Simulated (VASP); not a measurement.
Here is a VASP 6.6.1 calculation.

The input INCAR:

```
ALGO = Normal
EDIFF = 1E-6
EDIFFG = -0.04
ENCUT = 600
GGA = PE
IBRION = 2
ISIF = 3
ISMEAR = 0
LASPH = True
LCHARG = False
LREAL = False
LWAVE = False
NELM = 60
NSW = 90
PREC = Accurate
SIGMA = 0.1
```

KPOINTS

```
k-points
0
Gamma
  4 4 4
```

File POSCAR:

```
Si4PI
1.0
    0.0000000000      4.0485360000      4.0485360000
    4.0485360000      0.0000000000      4.0485360000
    4.0485360000      4.0485360000      0.0000000000
Si P I
4 1 1
Direct
    0.8780933100      0.8780933100      0.8780933100
    0.8780933100      0.8780933100      0.3657200600
    0.8780933100      0.3657200600      0.8780933100
    0.3657200600      0.8780933100      0.8780933100
    0.5000000000      0.5000000000      0.5000000000
    0.2500000000      0.2500000000      0.2500000000
```

Potentials or basis: VASP PAW PBE potentials, release 64 (Si, P, I).

The run is started by

```console
$ cat potpaw_PBE.64/Si/POTCAR potpaw_PBE.64/P/POTCAR potpaw_PBE.64/I/POTCAR > POTCAR
$ mpirun -np 1 vasp_std > vasp.out
```

Problem. Estimate the relaxed cell.

Solution. a = 5.353 Å, b = 5.353 Å, c = 5.353 Å, α = 60.00°, β = 60.00°, γ = 60.00°.

Problem. Predict the relaxed volume.

Solution. 18.08 Å³/atom.

Problem. What does it give for the space group after relaxing (to 0.1 Å)?

Solution. F-43m (No. 216).

Problem. Predict the band gap on the k mesh.

Solution. Zero (bands 14 and 15 overlap by 2.23 eV).

Forces in eV/Å, atoms in the order of the input:
```
Si  -0.005 -0.005 -0.005
Si   0.005  0.005 -0.005
Si   0.005 -0.005  0.005
Si  -0.005  0.005  0.005
P    0.000  0.000  0.000
I    0.000  0.000  0.000
```

Caveat: the volume moved by over 15 % at a fixed basis, so the end points are rough; spin-orbit coupling is left out, which moves the levels of the heavy elements.
